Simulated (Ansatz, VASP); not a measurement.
Two plane-wave programs on SrO

```
Sr O
1.0
     3.47804    0.00000   -0.01739
    -1.73902    3.01207    0.00870
    -0.01579    0.00000    3.15801
Sr O
1 1
Direct
  0.00000 0.00000 0.00000
  0.66667 0.33333 0.50000
```

Change from the starting cell: strain e5 = -0.01, atoms carried along.

Alike in both runs: task single point; functional PBEsol; k mesh 10 × 10 × 10; occupations gaussian, width 0.05 eV; no spin polarisation.

|  | VASP | Ansatz |
| --- | --- | --- |
| version | VASP 6.6.1 | Ansatz 0.2.0 |
| potentials or method | VASP PAW PBE potentials, release 64 (Sr_sv, O), cutoff 520 eV | scalar-relativistic, plane waves, PAW |
| valence electrons in the cell | 16 | 16 |

|  | VASP | Ansatz | Ansatz less VASP |
| --- | --- | --- | --- |
| gap on the k mesh at the Fermi level (eV) | 2.79 | 2.81 | +0.023 |
| least direct gap on the mesh (eV) | 2.79 | 2.81 | +0.023 |
| pressure (GPa) | 0.7 | 0.0 | -0.71 |
| traceless stress, the component that is largest in VASP (GPa) | 0.14 | 0.12 | -0.021 |

VASP's potentials were made for PBE, not for PBEsol. With one functional, cell and mesh, what is left measures potentials, basis and numerics.
